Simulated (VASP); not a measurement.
# HfCl4F (P4/mmm) in VASP: a series of runs

The runs below take HfCl4F through single point, with PBE.

All numbers are computed with VASP 6.6.1; they aren't measurements. Logs are shortened: lines on timing, memory, paths and dates and some standing lists are left out, and cuts for length are marked.

## (1) The cell of the first run

It takes space group P4/mmm (No. 123, tetragonal). Conventional cell: a = 4.275 Å, b = 4.275 Å, c = 7.152 Å, α = 90.00°, β = 90.00°, γ = 90.00°. Hf (site symmetry 4/mmm) has 10 Cl at 2.87 to 3.10 Å within 3.8 Å. Cl (site symmetry 4mm) has 1 Cl at 1.41 Å within 1.9 Å. Within 1.9 Å of Cl (site symmetry 4mm) lie 1 Cl at 1.41 Å. F (site symmetry 4/mmm) has 10 Cl at 2.87 to 3.10 Å within 3.8 Å.

## (2) Single point, PBE

INCAR reads:

```
PREC = Accurate
ENCUT = 520
EDIFF = 1E-7
ISMEAR = 0
SIGMA = 0.1
LREAL = False
LASPH = True
NELM = 60
ALGO = Normal
ISIF = 2
LWAVE = False
LCHARG = True
GGA = PE
LELF = True
LVHAR = True
NBANDS = 32
```

KPOINTS reads:

```
Automatic mesh
0
Gamma
  4 4 4
```

POSCAR reads:

```
HfCl4F
1.0
    4.2752256000      0.0000000000      0.0000000000
    0.0000000000      4.2752256000      0.0000000000
    0.0000000000      0.0000000000      7.1521999700
Hf Cl F
1 4 1
Direct
    0.5000000000      0.5000000000      0.5000000000
    0.0000000000      0.0000000000      0.5984536400
    0.5000000000      0.5000000000      0.0985733100
    0.5000000000      0.5000000000      0.9014266900
    0.0000000000      0.0000000000      0.4015463600
    0.0000000000      0.0000000000      0.0000000000
```

Potentials or basis: VASP PAW PBE potentials, release 64 (Hf_pv, Cl, F).

Started as:

```
> cat potpaw_PBE.64/Hf_pv/POTCAR potpaw_PBE.64/Cl/POTCAR potpaw_PBE.64/F/POTCAR > POTCAR
> mpirun -np 1 vasp_std > vasp.out
```

OUTCAR:

```text
PREC = Accurate
   ENCUT = 520
   EDIFF = 1E-7
   ISMEAR = 0
   LREAL = False
   LASPH = True
   NELM = 60
   ISIF = 2
   GGA = PE

 ion  position               nearest neighbor table
   1  0.500  0.500  0.500-   3 2.87   4 2.87   2 3.10   5 3.10   2 3.10   5 3.10   2 3.10   5 3.10
                             2 3.10   5 3.10
   2  0.000  0.000  0.598-   5 1.41   1 3.10   1 3.10   1 3.10   1 3.10
   3  0.500  0.500  0.099-   4 1.41   1 2.87
   4  0.500  0.500  0.901-   3 1.41   1 2.87
   5  0.000  0.000  0.402-   2 1.41   1 3.10   1 3.10   1 3.10   1 3.10
   6  0.000  0.000  0.000-

  LATTYP: Found a simple tetragonal cell.
 ALAT       =     4.2752256000
 C/A-ratio  =     1.6729409484

  Lattice vectors:

 A1 = (   4.2752256000,   0.0000000000,   0.0000000000)
 A2 = (   0.0000000000,   4.2752256000,   0.0000000000)
 A3 = (   0.0000000000,   0.0000000000,   7.1521999700)

Analysis of symmetry for initial positions (statically):
=====================================================================
 Subroutine PRICEL returns:
 Original cell was already a primitive cell.

 Routine SETGRP: Setting up the symmetry group for a
 simple tetragonal supercell.

 Subroutine GETGRP returns: Found 16 space group operations
 (whereof 16 operations were pure point group operations)
 out of a pool of 16 trial point group operations.

The static configuration has the point symmetry D_4h.

Analysis of symmetry for dynamics (positions and initial velocities):
=====================================================================
 Subroutine PRICEL returns:
 Original cell was already a primitive cell.

 Routine SETGRP: Setting up the symmetry group for a
 simple tetragonal supercell.

 Subroutine GETGRP returns: Found 16 space group operations
 (whereof 16 operations were pure point group operations)
 out of a pool of 16 trial point group operations.

The dynamic configuration has the point symmetry D_4h.

 Subroutine INISYM returns: Found 16 space group operations
 (whereof 16 operations are pure point group operations),
 and found     1 'primitive' translations

----------------------------------------------------------------------------------------

                                     Primitive cell

  volume of cell :     130.7247

  direct lattice vectors                    reciprocal lattice vectors
     4.275225600  0.000000000  0.000000000     0.233905785  0.000000000  0.000000000
     0.000000000  4.275225600  0.000000000     0.000000000  0.233905785  0.000000000
     0.000000000  0.000000000  7.152199970     0.000000000  0.000000000  0.139817120

  length of vectors
     4.275225600  4.275225600  7.152199970     0.233905785  0.233905785  0.139817120

  position of ions in fractional coordinates (direct lattice)
     0.500000000  0.500000000  0.500000000
     0.000000000  0.000000000  0.598453640
     0.500000000  0.500000000  0.098573310
     0.500000000  0.500000000  0.901426690
     0.000000000  0.000000000  0.401546360
     0.000000000  0.000000000  0.000000000

  ion indices of the primitive-cell ions
   primitive index   ion index
                 1           1
                 2           2
                 3           3
                 4           4
                 5           5
                 6           6

----------------------------------------------------------------------------------------

 KPOINTS: Automatic mesh

Automatic generation of k-mesh.
 Grid dimensions read from file:
 generate k-points for:    4    4    4

 Generating k-lattice:

  Cartesian coordinates                     Fractional coordinates (reciprocal lattice)
     0.058476446  0.000000000  0.000000000     0.250000000  0.000000000  0.000000000
     0.000000000  0.058476446  0.000000000     0.000000000  0.250000000  0.000000000
     0.000000000  0.000000000  0.034954280     0.000000000  0.000000000  0.250000000

  Length of vectors
     0.058476446  0.058476446  0.034954280

  Shift w.r.t. Gamma in fractional coordinates (k-lattice)
     0.000000000  0.000000000  0.000000000

 Subroutine IBZKPT returns following result:
 ===========================================

 Found     18 irreducible k-points:

 Following reciprocal coordinates:
            Coordinates               Weight
  0.000000  0.000000  0.000000      1.000000
  0.250000  0.000000  0.000000      4.000000
  0.500000  0.000000  0.000000      2.000000
  0.250000  0.250000  0.000000      4.000000
  0.500000  0.250000  0.000000      4.000000
  0.500000  0.500000  0.000000      1.000000
[... 10 lines left out ...]
  0.500000  0.250000  0.500000      4.000000
  0.500000  0.500000  0.500000      1.000000
   k-points           NKPTS =     18   k-points in BZ     NKDIM =     18   number of bands    NBANDS=     32
   number of dos      NEDOS =    301   number of ions     NIONS =      6
   total plane-waves  NPLWV =  55296
   dimension x,y,z NGX =    32 NGY =   32 NGZ =   54
   dimension x,y,z NGXF=    64 NGYF=   64 NGZF=  108
   ions per type =               1   4   1
   NGX,Y,Z   is equivalent  to a cutoff of  12.44, 12.44, 12.55 a.u.
   NGXF,Y,Z  is equivalent  to a cutoff of  24.89, 24.89, 25.10 a.u.
 SYSTEM =  unknown system
   PREC   = accura    normal or accurate (medium, high low for compatibility)
   ISTART =      0    job   : 0-new  1-cont  2-samecut
   ICHARG =      2    charge: 1-file 2-atom 10-const
   ISPIN  =      1    spin polarized calculation?
   LNONCOLLINEAR =      F non collinear calculations
   LSORBIT =      F    spin-orbit coupling
   LASPH  =      T    aspherical Exc in radial PAW
   ENCUT  =  520.0 eV  38.22 Ry    6.18 a.u.   7.95  7.95 13.30*2*pi/ulx,y,z
   NELM   =     60;   NELMIN=  2; NELMDL= -5     # of ELM steps
   EDIFF  = 0.1E-06   stopping-criterion for ELM
   LREAL  =      F    real-space projection
   EDIFFG = 0.1E-05   stopping-criterion for IOM
   NSW    =      0    number of steps for IOM
   IBRION =     -1    ionic relax: 0-MD 1-quasi-New 2-CG
   NFREE  =      0    steps in history (QN), initial steepest desc. (CG)
   ISIF   =      2    stress and relaxation
   ISYM   =      2    0-nonsym 1-usesym 2-fastsym
   POTIM  = 0.5000    time-step for ionic-motion
   TEBEG  =    0.0;   TEEND  =   0.0 temperature during run
   PSTRESS=    0.0 pullay stress
   NELECT =      45.0000    total number of electrons
   NUPDOWN=      -1.0000    fix difference up-down
   EMIN   =  10.00;   EMAX   =-10.00  energy-range for DOS
   EFERMI =   0.00;   METHOD = LEGACY
   ISMEAR =     0;   SIGMA  =   0.10  broadening in eV -4-tet -1-fermi 0-gaus
   EFERMI_NEDOS =   21; number of points for ismear=-14 and -15
   IALGO  =     38    algorithm
   IMIX   =      4    mixing-type and parameters
     AMIX     =   0.40;   BMIX     =  1.00
     AMIX_MAG =   1.60;   BMIX_MAG =  1.00
  volume/ion in A,a.u.               =      21.79       147.03
  Fermi-wavevector in a.u.,A,eV,Ry     =   1.147343  2.168163 17.910640  1.316395
  Thomas-Fermi vector in A             =   2.284023
   LORBIT       =      0    0 simple, 1 ext, 2 COOP (PROOUT), +10 PAW based schemes
   GGA     = PE    functional components
   LHFCALC =     F    Hartree Fock is set to
   AEXX    =    0.0000 exact exchange contribution
   IVDW    =     0    specifies the selected vdW correction
   LEPSILON=     F    determine dielectric tensor
   LRPA    =     F    only Hartree local field effects (RPA)
 non-spin polarized calculation
 Gauss-broadening in eV      SIGMA  =   0.10
  energy-cutoff  :      520.00
  volume of cell :      130.72
 maximum number of plane-waves:      3544
 NGX is ok and might be reduce to    32
   NGX = 15   NGY = 15   NGZ = 27

 number of electron      44.9999983 magnetization

 Free energy of the ion-electron system (eV)
  ---------------------------------------------------
  ext. energy  EPLUGINS =         0.00000000
  ---------------------------------------------------
  free energy    TOTEN  =         2.96004319 eV

  energy without entropy =        2.98639681  energy(sigma->0) =        2.97322000

 E-fermi :   3.4019     XC(G=0):  -8.9876

 val. band max:        3.3946606424   @ k =   0.0000   0.0000   0.5000
 cond. band min:       3.4379506110   @ k =   0.2500   0.0000   0.5000
 fundamental gap:      0.0432899685
 Fermi energy:         3.4019124896

 k-point     1 :       0.0000    0.0000    0.0000
  band No.  band energies     occupation
      1     -29.7370      2.00000
      2     -29.3235      2.00000
      3     -29.3235      2.00000
      4     -23.6544      2.00000
      5     -22.5360      2.00000
      6     -15.9835      2.00000
[... 24 lines left out ...]
     31       9.2713      0.00000
     32       9.3066      0.00000

 k-point     2 :       0.2500    0.0000    0.0000
  band No.  band energies     occupation
      1     -29.7364      2.00000
      2     -29.3343      2.00000
      3     -29.3224      2.00000
      4     -23.6361      2.00000
      5     -22.5311      2.00000
      6     -15.9879      2.00000
[... 24 lines left out ...]
     31       8.9008      0.00000
     32       9.9367      0.00000

 k-point     3 :       0.5000    0.0000    0.0000
  band No.  band energies     occupation
      1     -29.7358      2.00000
      2     -29.3451      2.00000
      3     -29.3214      2.00000
      4     -23.6178      2.00000
      5     -22.5262      2.00000
      6     -15.9922      2.00000
[... 24 lines left out ...]
     31       9.2532      0.00000
     32       9.4575      0.00000

 k-point     4 :       0.2500    0.2500    0.0000
  band No.  band energies     occupation
      1     -29.7359      2.00000
      2     -29.3333      2.00000
      3     -29.3301      2.00000
      4     -23.6305      2.00000
      5     -22.5267      2.00000
      6     -15.9873      2.00000
[... 444 lines left out ...]
     31       9.3941      0.00000
     32      10.0981      0.00000

 k-point    17 :       0.5000    0.2500    0.5000
  band No.  band energies     occupation
      1     -29.7356      2.00000
      2     -29.3409      2.00000
      3     -29.3290      2.00000
      4     -23.6248      2.00000
      5     -22.5193      2.00000
      6     -15.9902      2.00000
[... 24 lines left out ...]
     31       9.6372      0.00000
     32      10.4410      0.00000

 k-point    18 :       0.5000    0.5000    0.5000
  band No.  band energies     occupation
      1     -29.7351      2.00000
      2     -29.3367      2.00000
      3     -29.3367      2.00000
      4     -23.6318      2.00000
      5     -22.5155      2.00000
      6     -15.9847      2.00000
[... 24 lines left out ...]
     31       9.3274      0.00000
     32      10.9984      0.00000

------------------------ aborting loop because EDIFF is reached ----------------------------------------

  FORCE on cell =-STRESS in cart. coord.  units (eV):
  Direction    XX          YY          ZZ          XY          YZ          ZX
  --------------------------------------------------------------------------------------
  -------------------------------------------------------------------------------------
  Total       -2.3868570     -2.3868570    141.6781647      0.0000000      0.0000000      0.0000000
  in kB      -29.2535961    -29.2535961   1736.4240095      0.0000000      0.0000000      0.0000000
  external PRESSURE =     559.3056057 kB  Pullay stress =       0.0000000 kB

 VOLUME and BASIS-vectors are now :
 -----------------------------------------------------------------------------
  energy-cutoff  :      520.00
  volume of cell :      130.72
      direct lattice vectors                 reciprocal lattice vectors
     4.275225600  0.000000000  0.000000000     0.233905785  0.000000000  0.000000000
     0.000000000  4.275225600  0.000000000     0.000000000  0.233905785  0.000000000
     0.000000000  0.000000000  7.152199970     0.000000000  0.000000000  0.139817120

 POSITION                                       TOTAL-FORCE (eV/Angst)
 -----------------------------------------------------------------------------------
      2.13761      2.13761      3.57610        -0.000000      0.000000      0.000000
      0.00000      0.00000      4.28026         0.000000      0.000000     52.742766
      2.13761      2.13761      0.70502        -0.000000      0.000000     50.616944
      2.13761      2.13761      6.44718        -0.000000     -0.000000    -50.616944
      0.00000      0.00000      2.87194        -0.000000     -0.000000    -52.742766
      0.00000      0.00000      0.00000        -0.000000      0.000000      0.000000
 -----------------------------------------------------------------------------------
    total drift:                                0.000000     -0.000000     -0.000000

  FREE ENERGIE OF THE ION-ELECTRON SYSTEM (eV)
  ---------------------------------------------------
  free  energy   TOTEN  =         2.9600431862 eV

  energy  without entropy=        2.9863968074  energy(sigma->0) =        2.97322000
```

Wall time 35 s (1 thread of Intel Xeon 6975P-C (Granite Rapids), shared host); peak memory 0.25 GiB.

What came out:

- Free energy: 2.9600 eV
- Pressure: 55.9 GPa
- Largest force: 52.743 eV/Å

Forces in eV/Å, atoms in the order of the input:
```
Hf    0.000   0.000   0.000
Cl    0.000   0.000  52.743
Cl    0.000   0.000  50.617
Cl    0.000   0.000 -50.617
Cl    0.000   0.000 -52.743
F     0.000   0.000   0.000
```

Caveat: the k points lie up to 0.37 Å⁻¹ apart; spin-orbit coupling is left out, which moves the levels of the heavy elements; an odd number of electrons without spin polarisation forces a metal; a magnetic or distorted state may lie lower.

## (3) Single point, PBE

This run uses another cell than the first one, of 22.76 Å³/atom, 1.045 times its volume.

INCAR reads:

```
PREC     = Accurate       # precision mode
ENCUT    = 520            # plane-wave cutoff, eV
EDIFF    = 1E-6           # SCF threshold, eV
ISMEAR   = 0              # smearing method
SIGMA    = 0.1            # smearing width, eV
LREAL    = False          # projectors in reciprocal space
LASPH    = True           # aspherical terms in the spheres
NELM     = 60             # most SCF steps
ALGO     = Normal         # electronic algorithm
ISIF     = 2              # what is computed and relaxed
LWAVE    = False          # write WAVECAR
LCHARG   = False          # write CHGCAR
GGA      = PE             # functional
NBANDS   = 32             # bands
```

KPOINTS reads:

```
regular mesh
0
Gamma
  4 4 4
```

POSCAR reads:

```
HfCl4F
1.0
    4.2564989686      0.0000000000      0.0000000000
    0.0000000000      4.2564989686      0.0000000000
    0.0000000000      0.0000000000      7.5382553875
Hf Cl F
1 4 1
Direct
    0.5000000000      0.5000000000      0.5000000000
    0.0000000000      0.0000000000      0.6799269184
    0.5000000000      0.5000000000      0.1964007532
    0.5000000000      0.5000000000      0.8035992468
    0.0000000000      0.0000000000      0.3200730816
    0.0000000000      0.0000000000      0.0000000000
```

Potentials or basis: VASP PAW PBE potentials, release 64 (Hf_pv, Cl, F).

Started as:

```
> cat potpaw_PBE.64/Hf_pv/POTCAR potpaw_PBE.64/Cl/POTCAR potpaw_PBE.64/F/POTCAR > POTCAR
> mpirun -np 1 vasp_std > vasp.out
```

It took 53 s on 1 thread of Intel Xeon 6975P-C (Granite Rapids), shared host; peak memory 0.26 GiB.

Results (log left out):

- Free energy: -22.4630 eV
- Pressure: -0.4 GPa
- Largest force: 0.129 eV/Å

Forces in eV/Å, atoms in the order of the input:
```
Hf   0.000  0.000  0.000
Cl   0.000  0.000 -0.019
Cl   0.000  0.000  0.129
Cl   0.000  0.000 -0.129
Cl   0.000  0.000  0.019
F    0.000  0.000  0.000
```

Stress tensor (GPa, compression positive):
```
-0.17  0.00  0.00
 0.00 -0.17  0.00
 0.00  0.00 -0.73
```

Levels at points of the mesh, in eV from the Fermi level:
```tsv
k point	band 18	band 19	band 20	band 21	band 22	band 23	band 24	band 25	band 26	band 27
(0.00, 0.00, 0.00)	-1.54	-1.13	-1.13	-1.10	-1.10	-0.54	-0.01	0.56	0.92	2.52
(0.50, 0.00, 0.00)	-2.51	-2.30	-1.34	-1.27	-1.27	0.49	0.83	1.78	2.11	2.43
(0.50, 0.50, 0.00)	-1.55	-0.97	-0.97	-0.83	-0.83	0.59	1.27	1.32	1.63	2.32
(0.00, 0.00, 0.50)	-1.28	-1.26	-1.26	-1.21	-1.21	-1.08	-0.54	0.23	0.92	2.38
(0.50, 0.00, 0.50)	-2.27	-2.04	-1.15	-1.15	-1.07	-1.03	0.80	1.76	2.09	2.13
(0.50, 0.50, 0.50)	-1.22	-1.22	-1.10	-1.05	-0.93	-0.93	1.32	1.34	1.63	2.22
```

Caveat: the k points lie up to 0.37 Å⁻¹ apart; spin-orbit coupling is left out, which moves the levels of the heavy elements; an odd number of electrons without spin polarisation forces a metal; a magnetic or distorted state may lie lower.
